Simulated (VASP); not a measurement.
# Cu (Fm-3m) in VASP: notebook

The runs below take Cu through single point, relaxation of cell and atoms, with PBEsol.

Program: VASP 6.6.1. These are calculated values, not measurements. Logs are shortened: lines on timing, memory, paths and dates and some standing lists are left out, and cuts for length are marked.

## (1) The cell of the first run

Symmetry: Fm-3m, No. 225, cubic system. Conventional cell: a = 3.014 Å, b = 3.014 Å, c = 3.014 Å, α = 90.00°, β = 90.00°, γ = 90.00°. Within 2.8 Å of Cu (site symmetry m-3m) lie 12 Cu at 2.13 Å.

## (2) Single point, PBEsol

The input, INCAR:

```
PREC     = Accurate       # precision mode
ENCUT    = 520            # plane-wave cutoff, eV
EDIFF    = 1E-6           # SCF threshold, eV
ISMEAR   = -1             # smearing method
SIGMA    = 0.08           # smearing width, eV
LREAL    = F              # projectors in reciprocal space
LASPH    = T              # aspherical terms in the spheres
NELM     = 60             # most SCF steps
ALGO     = Normal         # electronic algorithm
ISIF     = 2              # what is computed and relaxed
LWAVE    = F              # write WAVECAR
LCHARG   = F              # write CHGCAR
GGA      = PS             # functional
NBANDS   = 12             # bands
```

The input, KPOINTS:

```
Automatic mesh
0
Gamma
  22 22 22
```

The input, POSCAR:

```
Cu
1.0
    0.0000000000      1.5071096623      1.5071096623
    1.5071096623      0.0000000000      1.5071096623
    1.5071096623      1.5071096623      0.0000000000
Cu
1
Direct
    0.0000000000      0.0000000000      0.0000000000
```

Potentials or basis: VASP PAW PBE potentials, release 64 (Cu).

On the command line:

```bash
cat potpaw_PBE.64/Cu/POTCAR > POTCAR
mpirun -np 1 vasp_std > vasp.out
```

OUTCAR:

```text
PREC = Accurate
   ENCUT = 520
   EDIFF = 1E-6
   ISMEAR = -1
   LREAL = F
   LASPH = T
   NELM = 60
   ISIF = 2
   GGA = PS

 ion  position               nearest neighbor table
   1  0.000  0.000  0.000-

  LATTYP: Found a face centered cubic cell.
 ALAT       =     3.0142193246

  Lattice vectors:

 A1 = (   0.0000000000,   1.5071096623,   1.5071096623)
 A2 = (   1.5071096623,   0.0000000000,   1.5071096623)
 A3 = (   1.5071096623,   1.5071096623,   0.0000000000)

Analysis of symmetry for initial positions (statically):
=====================================================================
 Subroutine PRICEL returns:
 Original cell was already a primitive cell.

 Routine SETGRP: Setting up the symmetry group for a
 face centered cubic supercell.

 Subroutine GETGRP returns: Found 48 space group operations
 (whereof 48 operations were pure point group operations)
 out of a pool of 48 trial point group operations.

The static configuration has the point symmetry O_h .

Analysis of symmetry for dynamics (positions and initial velocities):
=====================================================================
 Subroutine PRICEL returns:
 Original cell was already a primitive cell.

 Routine SETGRP: Setting up the symmetry group for a
 face centered cubic supercell.

 Subroutine GETGRP returns: Found 48 space group operations
 (whereof 48 operations were pure point group operations)
 out of a pool of 48 trial point group operations.

The dynamic configuration has the point symmetry O_h .

 Subroutine INISYM returns: Found 48 space group operations
 (whereof 48 operations are pure point group operations),
 and found     1 'primitive' translations

----------------------------------------------------------------------------------------

                                     Primitive cell

  volume of cell :       6.8464

  direct lattice vectors                    reciprocal lattice vectors
     0.000000000  1.507109662  1.507109662    -0.331760862  0.331760862  0.331760862
     1.507109662  0.000000000  1.507109662     0.331760862 -0.331760862  0.331760862
     1.507109662  1.507109662  0.000000000     0.331760862  0.331760862 -0.331760862

  length of vectors
     2.131374924  2.131374924  2.131374924     0.574626668  0.574626668  0.574626668

  position of ions in fractional coordinates (direct lattice)
     0.000000000  0.000000000  0.000000000

  ion indices of the primitive-cell ions
   primitive index   ion index
                 1           1

----------------------------------------------------------------------------------------

 KPOINTS: Automatic mesh

Automatic generation of k-mesh.
 Grid dimensions read from file:
 generate k-points for:   22   22   22

 Generating k-lattice:

  Cartesian coordinates                     Fractional coordinates (reciprocal lattice)
    -0.015080039  0.015080039  0.015080039     0.045454545  0.000000000  0.000000000
     0.015080039 -0.015080039  0.015080039     0.000000000  0.045454545  0.000000000
     0.015080039  0.015080039 -0.015080039     0.000000000  0.000000000  0.045454545

  Length of vectors
     0.026119394  0.026119394  0.026119394

  Shift w.r.t. Gamma in fractional coordinates (k-lattice)
     0.000000000  0.000000000  0.000000000

 Subroutine IBZKPT returns following result:
 ===========================================

 Found    328 irreducible k-points:

 Following reciprocal coordinates:
            Coordinates               Weight
  0.000000  0.000000  0.000000      1.000000
  0.045455  0.000000  0.000000      8.000000
  0.090909  0.000000  0.000000      8.000000
  0.136364  0.000000  0.000000      8.000000
  0.181818  0.000000  0.000000      8.000000
  0.227273  0.000000  0.000000      8.000000
[... 16 lines left out ...]
  0.500000  0.045455  0.000000     24.000000
 -0.454545  0.045455  0.000000     24.000000
 [... further k-points ...]
   k-points           NKPTS =    328   k-points in BZ     NKDIM =    328   number of bands    NBANDS=     12
   number of dos      NEDOS =    301   number of ions     NIONS =      1
   total plane-waves  NPLWV =   4096
   dimension x,y,z NGX =    16 NGY =   16 NGZ =   16
   dimension x,y,z NGXF=    32 NGYF=   32 NGZF=   32
   ions per type =               1
   NGX,Y,Z   is equivalent  to a cutoff of  12.48, 12.48, 12.48 a.u.
   NGXF,Y,Z  is equivalent  to a cutoff of  24.96, 24.96, 24.96 a.u.
 SYSTEM =  unknown system
   PREC   = accura    normal or accurate (medium, high low for compatibility)
   ISTART =      0    job   : 0-new  1-cont  2-samecut
   ICHARG =      2    charge: 1-file 2-atom 10-const
   ISPIN  =      1    spin polarized calculation?
   LNONCOLLINEAR =      F non collinear calculations
   LSORBIT =      F    spin-orbit coupling
   LASPH  =      T    aspherical Exc in radial PAW
   ENCUT  =  520.0 eV  38.22 Ry    6.18 a.u.   3.96  3.96  3.96*2*pi/ulx,y,z
   NELM   =     60;   NELMIN=  2; NELMDL= -5     # of ELM steps
   EDIFF  = 0.1E-05   stopping-criterion for ELM
   LREAL  =      F    real-space projection
   EDIFFG = 0.1E-04   stopping-criterion for IOM
   NSW    =      0    number of steps for IOM
   IBRION =     -1    ionic relax: 0-MD 1-quasi-New 2-CG
   NFREE  =      0    steps in history (QN), initial steepest desc. (CG)
   ISIF   =      2    stress and relaxation
   ISYM   =      2    0-nonsym 1-usesym 2-fastsym
   POTIM  = 0.5000    time-step for ionic-motion
   TEBEG  =    0.0;   TEEND  =   0.0 temperature during run
   PSTRESS=    0.0 pullay stress
   NELECT =      11.0000    total number of electrons
   NUPDOWN=      -1.0000    fix difference up-down
   EMIN   =  10.00;   EMAX   =-10.00  energy-range for DOS
   EFERMI =   0.00;   METHOD = LEGACY
   ISMEAR =    -1;   SIGMA  =   0.08  broadening in eV -4-tet -1-fermi 0-gaus
   EFERMI_NEDOS =   21; number of points for ismear=-14 and -15
   IALGO  =     38    algorithm
   IMIX   =      4    mixing-type and parameters
     AMIX     =   0.40;   BMIX     =  1.00
     AMIX_MAG =   1.60;   BMIX_MAG =  1.00
  volume/ion in A,a.u.               =       6.85        46.20
  Fermi-wavevector in a.u.,A,eV,Ry     =   1.917421  3.623401 50.021878  3.676504
  Thomas-Fermi vector in A             =   2.952655
   LORBIT       =      0    0 simple, 1 ext, 2 COOP (PROOUT), +10 PAW based schemes
   GGA     = PS    functional components
   LHFCALC =     F    Hartree Fock is set to
   AEXX    =    0.0000 exact exchange contribution
   IVDW    =     0    specifies the selected vdW correction
   LEPSILON=     F    determine dielectric tensor
   LRPA    =     F    only Hartree local field effects (RPA)
 non-spin polarized calculation
  energy-cutoff  :      520.00
  volume of cell :        6.85
 maximum number of plane-waves:       194
   NGX =  7   NGY =  7   NGZ =  7

 number of electron      11.0000015 magnetization

 Free energy of the ion-electron system (eV)
  ---------------------------------------------------
  ext. energy  EPLUGINS =         0.00000000
  ---------------------------------------------------
  free energy    TOTEN  =        -1.79481778 eV

  energy without entropy =       -1.78890060  energy(sigma->0) =       -1.79185919

 E-fermi :  16.8555     XC(G=0): -16.4402

 val. band max:       16.8541270783   @ k =   0.4545   0.2727   0.0000
 cond. band min:      16.8842387056   @ k =   0.4545   0.3182   0.0000
 fundamental gap:      0.0301116273
 Fermi energy:        16.8554754107

 k-point     1 :       0.0000    0.0000    0.0000
  band No.  band energies     occupation
      1       2.1244      2.00000
      2      11.0648      2.00000
      3      11.0648      2.00000
      4      11.0648      2.00000
      5      12.9929      2.00000
      6      12.9929      2.00000
      7      42.9206      0.00000
      8      50.2523      0.00000
      9      50.2523      0.00000
     10      50.2524      0.00000
     11      55.2256      0.00000
     12      55.2256      0.00000

 k-point     2 :       0.0455    0.0000    0.0000
  band No.  band energies     occupation
      1       2.2384      2.00000
      2      11.0233      2.00000
      3      11.0972      2.00000
      4      11.0972      2.00000
      5      12.9768      2.00000
      6      12.9768      2.00000
      7      42.8287      0.00000
      8      48.8646      0.00000
      9      50.1506      0.00000
     10      50.1507      0.00000
     11      55.4064      0.00000
     12      55.4064      0.00000

 k-point     3 :       0.0909    0.0000    0.0000
  band No.  band energies     occupation
      1       2.5754      2.00000
      2      10.9073      2.00000
      3      11.1857      2.00000
      4      11.1857      2.00000
      5      12.9374      2.00000
      6      12.9374      2.00000
      7      42.3394      0.00000
      8      46.6369      0.00000
      9      49.8963      0.00000
     10      49.8963      0.00000
     11      55.6954      0.00000
     12      55.8412      0.00000

 k-point     4 :       0.1364    0.0000    0.0000
  band No.  band energies     occupation
      1       3.1201      2.00000
      2      10.7419      2.00000
      3      11.3029      2.00000
      4      11.3029      2.00000
      5      12.9030      2.00000
      6      12.9030      2.00000
      7      40.8533      0.00000
      8      45.1598      0.00000
      9      49.5817      0.00000
     10      49.5817      0.00000
     11      55.5409      0.00000
     12      56.2398      0.00000

 k-point     5 :       0.1818    0.0000    0.0000
  band No.  band energies     occupation
      1       3.8419      2.00000
      2      10.5691      2.00000
      3      11.3995      2.00000
      4      11.3995      2.00000
      5      12.9223      2.00000
      6      12.9223      2.00000
      7      38.4577      0.00000
      8      44.4519      0.00000
      9      49.2717      0.00000
     10      49.2717      0.00000
     11      55.6313      0.00000
     12      56.2067      0.00000
[... 228 lines left out ...]
      1       7.0362      2.00000
      2      10.9922      2.00000
      3      11.1376      2.00000
      4      11.8538      2.00000
      5      14.1228      2.00000
      6      14.2153      2.00000
      7      26.8052      0.00000
      8      41.5062      0.00000
      9      46.5373      0.00000
     10      48.8255      0.00000
     11      51.5966      0.00000
     12      53.3969      0.00000

 k-point    22 :       0.4545    0.0455    0.0000
  band No.  band energies     occupation
      1       7.1603      2.00000
      2      10.9131      2.00000
      3      11.0546      2.00000
      4      12.5960      2.00000
      5      14.2649      2.00000
      6      14.6690      2.00000
      7      25.0877      0.00000
      8      41.1630      0.00000
      9      46.7357      0.00000
     10      47.9431      0.00000
     11      51.7288      0.00000
     12      52.6487      0.00000

 k-point    23 :       0.5000    0.0455    0.0000
  band No.  band energies     occupation
      1       7.1976      2.00000
      2      10.8796      2.00000
      3      11.0099      2.00000
      4      12.9982      2.00000
      5      14.3030      2.00000
      6      15.0076      2.00000
      7      24.1652      0.00000
      8      40.9891      0.00000
      9      47.1462      0.00000
     10      47.2693      0.00000
     11      51.9802      0.00000
     12      52.0517      0.00000

 k-point    24 :      -0.4545    0.0455    0.0000
  band No.  band energies     occupation
      1       7.1917      2.00000
      2      10.8957      2.00000
      3      11.0103      2.00000
      4      12.9353      2.00000
      5      14.2283      2.00000
      6      14.9760      2.00000
      7      24.3606      0.00000
      8      40.9959      0.00000
      9      46.8354      0.00000
     10      47.7901      0.00000
     11      51.6015      0.00000
     12      52.3475      0.00000

 [... further k-points ...]
[... 5 lines left out ...]
  --------------------------------------------------------------------------------------
  -------------------------------------------------------------------------------------
  Total       12.5162104     12.5162104     12.5162104      0.0000000      0.0000000      0.0000000
  in kB     2928.9966800   2928.9966800   2928.9966800      0.0000000      0.0000000      0.0000000
  external PRESSURE =    2928.9966800 kB  Pullay stress =       0.0000000 kB

 VOLUME and BASIS-vectors are now :
 -----------------------------------------------------------------------------
  energy-cutoff  :      520.00
  volume of cell :        6.85
      direct lattice vectors                 reciprocal lattice vectors
     0.000000000  1.507109662  1.507109662    -0.331760862  0.331760862  0.331760862
     1.507109662  0.000000000  1.507109662     0.331760862 -0.331760862  0.331760862
     1.507109662  1.507109662  0.000000000     0.331760862  0.331760862 -0.331760862

 POSITION                                       TOTAL-FORCE (eV/Angst)
 -----------------------------------------------------------------------------------
      0.00000      0.00000      0.00000        -0.000000      0.000000      0.000000
 -----------------------------------------------------------------------------------
    total drift:                                0.000000      0.000000      0.000000

  FREE ENERGIE OF THE ION-ELECTRON SYSTEM (eV)
  ---------------------------------------------------
  free  energy   TOTEN  =        -1.7948177836 eV

  energy  without entropy=       -1.7889005967  energy(sigma->0) =       -1.79185919
```

It took 30 s on 1 thread of AMD EPYC 7R13, shared host; peak memory 0.1 GiB.

What came out:

```yaml
Free_energy: -1.7948 eV
Pressure: 292.9 GPa
```

Caveat: the PAW data sets were made with another functional, which shifts forces and pressure a little.

(Continued in part 2 of 3.)
